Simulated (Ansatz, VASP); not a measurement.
## Two plane-wave programs on Co

```xyz
1
Lattice="-1.4058 1.4058 1.4058 1.4058 -1.4058 1.4058 1.4058 1.4058 -1.4058" Properties=species:S:1:pos:R:3 pbc="T T T"
Co    0.0000    0.0000    0.0000
```

Alike in both runs: functional PBE; k mesh 16 × 16 × 16; occupations fermi-dirac, width 0.08 eV; collinear spin.

Ansatz relaxed the structure, and its values are those at the end. VASP's run is a single point on that final structure, the one shown.

```csv
,VASP,Ansatz
version,VASP 6.6.1,Ansatz 0.2.0
potentials or method,"VASP PAW PBE potentials, release 64 (Co)","PAW with Ansatz's default frozen-core files, scalar-relativistic"
plane-wave cutoff (eV),520,420
valence electrons in the cell,9,17
```

|  | VASP | Ansatz | Ansatz less VASP |
| --- | --- | --- | --- |
| pressure (GPa) | -0.8 | 0.0 | +0.80 |
| net moment per atom (μB) | 1.74 | 1.76 | +0.019 |
| size of the moment on the site where the two differ most (μB) | 1.77 | 1.83 | +0.064 |

Site moments also hang on the region over which each program counts them. VASP's potentials hold 9 valence electrons a cell and Ansatz's 17, so a difference there can come from the potentials and not from the codes.
